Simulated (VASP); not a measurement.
A run of VASP 6.6.1 is set up as follows.

Contents of INCAR:

```
SYSTEM = As
ALGO = Normal ; EDIFF = 1E-6
EDIFFG = -0.005 ; ENCUT = 600
GGA = PE ; IBRION = 2
ISIF = 3 ; ISMEAR = -1
LASPH = .TRUE. ; LCHARG = .FALSE.
LREAL = .FALSE. ; LWAVE = .FALSE.
NELM = 60 ; NSW = 32
PREC = Accurate ; PSTRESS = 560.0
SIGMA = 0.08
```

The input KPOINTS:

```
k-points
0
G
  18 18 18
  0 0 0
```

Contents of POSCAR:

```
As
1.0
   -1.5048321945      1.5048321945      1.5048321945
    1.5048321945     -1.5048321945      1.5048321945
    1.5048321945      1.5048321945     -1.5048321945
As
1
Direct
    0.0000000000      0.0000000000      0.0000000000
```

Potentials or basis: VASP PAW PBE potentials, release 64 (As).

Run with:

```bash
$ cat potpaw_PBE.64/As/POTCAR > POTCAR
$ mpirun -np 1 vasp_std > vasp.out
```

Task: Estimate the relaxed volume.

Result: 13.68 Å³/atom.

Task: What does it give for the space group after relaxing (to 0.05 Å)?

Result: Im-3m (No. 229).

Task: Estimate the relaxed cell.

Result: a = 2.610 Å, b = 2.610 Å, c = 2.610 Å, α = 109.47°, β = 109.47°, γ = 109.47°.

Final structure:
```cif
data_structure
_symmetry_space_group_name_H-M 'P 1'
_symmetry_Int_Tables_number 1
_cell_length_a 2.6097
_cell_length_b 2.6097
_cell_length_c 2.6097
_cell_angle_alpha 109.471
_cell_angle_beta 109.471
_cell_angle_gamma 109.471
_cell_volume 13.68
loop_
_atom_site_label
_atom_site_type_symbol
_atom_site_fract_x
_atom_site_fract_y
_atom_site_fract_z
_atom_site_occupancy
As1 As 0.00000 0.00000 0.00000 1
```

Caveat: the cell is relaxed towards a set pressure, so the enthalpy falls and the energy may rise.
